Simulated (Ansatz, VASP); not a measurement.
## One calculation of WC, two programs

```
W C
1.0
     2.89080    0.00000    0.00000
    -1.44540    2.50351    0.00000
     0.00000    0.00000    2.81954
W C
1 1
Direct
  0.00000 0.00000 0.00000
  0.66667 0.33333 0.50000
```

Change from the starting cell: volume scaled by 0.99, crystal datasets.

Alike in both runs: task electric field gradients; functional PBEsol; k mesh 13 × 13 × 12; occupations fermi-dirac, width 0.05 eV; no spin polarisation.

|  | VASP | Ansatz |
| --- | --- | --- |
| version | VASP 6.6.1 | Ansatz 0.2.0 |
| potentials or method | VASP PAW PBE potentials, release 64 (W_sv, C), cutoff 520 eV | all-electron PAW with datasets made for the crystal, scalar-relativistic |

|  | VASP | Ansatz | Ansatz less VASP |
| --- | --- | --- | --- |
| pressure (GPa) | 4.7 | 3.4 | -1.32 |
| traceless stress, the component that is largest in VASP (GPa) | 0.35 | 0.09 | -0.262 |
| size of Vzz on the site where it differs most (V/Å²) | 151.5 | 141.0 | -10.50 |

VASP's potentials were made for PBE, not for PBEsol. Ansatz ran all-electron here, and VASP with PAW potentials.

Neither program's run includes spin-orbit coupling.
